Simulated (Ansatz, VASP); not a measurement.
La2O3 in VASP and in Ansatz

```
La O
1.0
     6.26678    0.00000    0.00000
    -3.13339    5.42719    0.00000
     0.00000    0.00000    3.29977
La O
2 3
Direct
  0.33333 0.66667 0.50000
  0.66667 0.33333 0.50000
  0.49199 0.49199 0.00000
  0.00000 0.50801 0.00000
  0.50801 0.00000 0.00000
```

Alike in both runs: task single point; functional PBEsol; k mesh 6 × 6 × 6; no spin polarisation.

```csv
,VASP,Ansatz
version,VASP 6.6.1,Ansatz 0.2.0
potentials or method,"VASP PAW PBE potentials, release 64 (La, O), cutoff 520 eV","plane waves, PAW"
occupations,"gaussian, width 0.01 eV",fixed
valence electrons in the cell,40,40
```

Ansatz gave:

```
pressure (GPa)                                                : -1.1
traceless stress, the component that is largest in VASP (GPa) : -2.53
rms of the force components (eV/Å)                            : 0.027
```

Problem. Which values does VASP return?

Solution. Pressure (GPa): -1.2; traceless stress, the component that is largest in VASP (GPa): -2.56; rms of the force components (eV/Å): 0.028.

VASP's potentials were made for PBE, not for PBEsol. Atom by atom the forces differ by 0.000 eV/Å (rms over components). Ansatz's warnings: stress scf threshold loose.

Neither program's run includes spin-orbit coupling.
